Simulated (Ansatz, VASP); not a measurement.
# One calculation of ZnS, two programs

Contents of INCAR:

```
SYSTEM = ZnS
  PREC = Accurate
  ENCUT = 520
  EDIFF = 1E-7
  ISMEAR = 0
  SIGMA = 0.05
  LREAL = .False.
  LASPH = .True.
  NELM = 80
  ALGO = Normal
  ISIF = 2
  LWAVE = .False.
  LCHARG = .True.
  GGA = PE
  LELF = .True.
  LVHAR = .True.
  NBANDS = 16
```

Contents of KPOINTS:

```
regular mesh
0
Gamma
  8 8 8
  0 0 0
```

The input POSCAR:

```
ZnS
1.0
    0.0000000000      2.7215639846      2.7215639846
    2.7215639846      0.0000000000      2.7215639846
    2.7215639846      2.7215639846      0.0000000000
Zn S
1 1
Direct
    0.0000000000      0.0000000000      0.0000000000
    0.8602307356      0.8602307356      0.5618243638
```

Input for Ansatz:

```yaml
crystal:
  lattice:
    - [0.0, 2.7215639846, 2.7215639846]
    - [2.7215639846, 0.0, 2.7215639846]
    - [2.7215639846, 2.7215639846, 0.0]
  atoms:
    - { symbol: Zn, position: [0.0, 0.0, 0.0] }
    - { symbol: S, position: [0.8602307356, 0.8602307356, 0.5618243638] }
basis:
  ecutwfc: 420
kpoints:
  mp_grid: { grid: [8, 8, 8] }
hamiltonian:
  xc: pbe
scf:
  occupations: { method: gaussian, width: 0.05 }
output:
  forces: true
  stress: true
  eigenvalues: true
```

Alike in both runs: task single point; functional PBE; k mesh 8 × 8 × 8; occupations gaussian, width 0.05 eV; no spin polarisation.

|  | VASP | Ansatz |
| --- | --- | --- |
| version | VASP 6.6.1 | Ansatz 0.2.0 |
| potentials or method | VASP PAW PBE potentials, release 64 (Zn, S), cutoff 520 eV | scalar-relativistic, plane waves, PAW |
| valence electrons in the cell | 18 | 18 |

```csv
,VASP,Ansatz,Ansatz less VASP
gap on the k mesh at the Fermi level (eV),1.92,1.90,-0.020
least direct gap on the mesh (eV),1.92,1.90,-0.020
pressure (GPa),22.7,22.3,-0.39
"traceless stress, the component that is largest in VASP (GPa)",29.14,28.73,-0.414
rms of the force components (eV/Å),6.548,6.488,-0.0601
```

Atom by atom the forces differ by 0.061 eV/Å (rms over components).
